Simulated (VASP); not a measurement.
Write the native input for VASP 6.6.1 that does the following.

```
Task                   : single point
Functional             : PBEsol
Potentials or basis    : VASP PAW PBE potentials, release 64 (Ge_d, Ga_d)
Cutoff                 : 520 eV
k mesh                 : 7 × 7 × 7
Occupations            : fermi-dirac, width 0.05 eV
Spin                   : no spin polarisation
Dipole correction      : no
Further INCAR settings : ALGO = Normal; EDIFF = 1e-07; NBANDS = 36
```

The structure of GaGe3 lies in POSCAR:

```
GaGe3
1.0
    0.0000000000      3.1245944642      3.1245944642
    3.1245944642      0.0000000000      3.1245944642
    3.1245944642      3.1245944642      0.0000000000
Ge Ga
3 1
Direct
    0.5000000000      0.5000000000      0.5000000000
    0.7500000000      0.7500000000      0.7500000000
    0.2500000000      0.2500000000      0.2500000000
    0.0000000000      0.0000000000      0.0000000000
```

These files were run (other wordings do the same):

INCAR

```
ALGO = Normal
EDIFF = 1E-7
ENCUT = 520
GGA = PS
ISIF = 2
ISMEAR = -1
LASPH = True
LCHARG = False
LREAL = False
LWAVE = False
NBANDS = 36
NELM = 60
PREC = Accurate
SIGMA = 0.05
```

KPOINTS

```
k-points
0
Gamma
  7 7 7
```

Potentials or basis: VASP PAW PBE potentials, release 64 (Ge_d, Ga_d).

Launch:

```sh
$ cat potpaw_PBE.64/Ge_d/POTCAR potpaw_PBE.64/Ga_d/POTCAR > POTCAR
$ mpirun -np 1 vasp_std > vasp.out
```

It gave:

```yaml
Pressure: 20.1 GPa
Band_gap_on_the_k_mesh: zero (an odd number of electrons rules out a gap without spin polarisation)
```

Caveat: the cell stands under pressure; the PAW data sets were made with another functional, which shifts forces and pressure a little.

Wall time 51 s on 1 thread of Intel(R) Xeon(R) Platinum 8375C CPU @ 2.90GHz (Ice Lake), on a shared host, peak memory 0.21 GiB.
